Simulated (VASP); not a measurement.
Sc:

```
CELL_PARAMETERS angstrom
-1.87900 1.87900 2.38050
1.87900 -1.87900 2.38050
1.87900 1.87900 -2.38050
ATOMIC_POSITIONS crystal
Sc 0.00000 0.00000 0.00000
```

```yaml
Program: VASP 6.6.1
Task: relaxation of volume and atoms at fixed shape
Functional: r2SCAN
Potentials_or_basis: VASP PAW PBE potentials, release 64 (Sc_sv)
Cutoff: 600 eV
k_mesh: 8 × 8 × 9
Occupations: gaussian, width 0.05 eV
Spin: no spin polarisation
```

At the start: pressure -9.7 GPa; volume 33.62 Å³/atom.

**Question.** How do energy, volume and symmetry change on relaxing?

**Answer.** Over 16 steps the energy falls by 314.4 meV/atom and the volume is 25.15 Å³/atom (-25.2 %); space group I4/mmm (No. 139, to 0.1 Å) before and after.

The path:
```csv
step,energy change (eV),largest force (eV/Å),pressure (GPa),volume (Å³)
1,0.0000,0.0000,-9.72,33.62
2,-0.3127,0.0000,1.07,24.64
3,-0.3144,0.0000,0.10,25.10
4,-0.3143,0.0000,-0.22,25.25
5,-0.3143,0.0000,-0.23,25.25
6,-0.3143,0.0000,-0.22,25.24
7,-0.3143,0.0000,-0.22,25.24
8,-0.3143,0.0000,-0.22,25.24
9,-0.3143,0.0000,-0.22,25.24
10,-0.3143,0.0000,-0.22,25.24
11,-0.3143,0.0000,-0.21,25.24
12,-0.3143,0.0000,-0.20,25.24
13,-0.3143,0.0000,-0.19,25.23
14,-0.3143,0.0000,-0.17,25.22
15,-0.3143,0.0000,-0.12,25.19
16,-0.3144,0.0000,-0.03,25.15
```

Final structure:
```cif
data_structure
_symmetry_space_group_name_H-M 'P 1'
_symmetry_Int_Tables_number 1
_cell_length_a 3.2386
_cell_length_b 3.2386
_cell_length_c 3.2386
_cell_angle_alpha 116.437
_cell_angle_beta 116.437
_cell_angle_gamma 96.290
_cell_volume 25.15
loop_
_atom_site_label
_atom_site_type_symbol
_atom_site_fract_x
_atom_site_fract_y
_atom_site_fract_z
_atom_site_occupancy
Sc1 Sc 0.00000 0.00000 0.00000 1
```

Caveat: the volume moved by over 15 % at a fixed basis, so the end points are rough; the PAW data sets were made with another functional, which shifts forces and pressure a little.
